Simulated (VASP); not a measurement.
Input of a VASP 6.6.1 run:

File POSCAR:

```
HfO2
1.0
    3.5766926651      0.0000000000      0.0000000000
    0.0000000000      3.5766926651      0.0000000000
    0.0000000000      0.0000000000      5.2022244069
Hf O
2 4
Direct
    0.5000000000      0.5000000000      0.5000000000
    0.0000000000      0.0000000000      0.0000000000
    0.0000000000      0.5000000000      0.6962101032
    0.5000000000      0.0000000000      0.8037898968
    0.5000000000      0.0000000000      0.3037898968
    0.0000000000      0.5000000000      0.1962101032
```

The input INCAR.step1:

```
SYSTEM = HfO2
  ALGO = Normal
  EDIFF = 1E-4
  ENCUT = 520
  GGA = PE
  ISMEAR = 0
  LASPH = .True.
  LCHARG = .False.
  LREAL = .False.
  LWAVE = .True.
  NBANDS = 31
  NELM = 60
  PREC = Accurate
  SIGMA = 0.01
```

File INCAR.step2:

```
SYSTEM = HfO2
  ALGO = Normal
  EDIFF = 1E-7
  ENCUT = 520
  ISIF = 2
  ISMEAR = 0
  ISTART = 1
  LASPH = .True.
  LCHARG = .False.
  LMIXTAU = .True.
  LREAL = .False.
  LWAVE = .False.
  METAGGA = R2SCAN
  NBANDS = 31
  NELM = 60
  PREC = Accurate
  SIGMA = 0.01
```

Contents of KPOINTS:

```
k-points
0
Gamma
  8 8 6
  0 0 0
```

Potentials or basis: VASP PAW PBE potentials, release 64 (Hf_pv, O).

Run with:

```sh
$ cat potpaw_PBE.64/Hf_pv/POTCAR potpaw_PBE.64/O/POTCAR > POTCAR
$ cp INCAR.step1 INCAR
$ mpirun -np 1 vasp_std > vasp.out
$ cp INCAR.step2 INCAR
$ mpirun -np 1 vasp_std > vasp.out
```

Q: Estimate the band gap on the k mesh.

A: 5.24 eV (least direct gap 5.32 eV).

Q: Predict the pressure.

A: -3.5 GPa.

Forces in eV/Å, atoms in the order of the input:
```
Hf   0.000  0.000  0.000
Hf   0.000  0.000  0.000
O    0.000  0.000 -0.068
O    0.000  0.000  0.068
O    0.000  0.000  0.068
O    0.000  0.000 -0.068
```

Caveat: the cell stands under tension; the PAW data sets were made with another functional, which shifts forces and pressure a little; spin-orbit coupling is left out, which moves the levels of the heavy elements. A k mesh can miss the band edges.
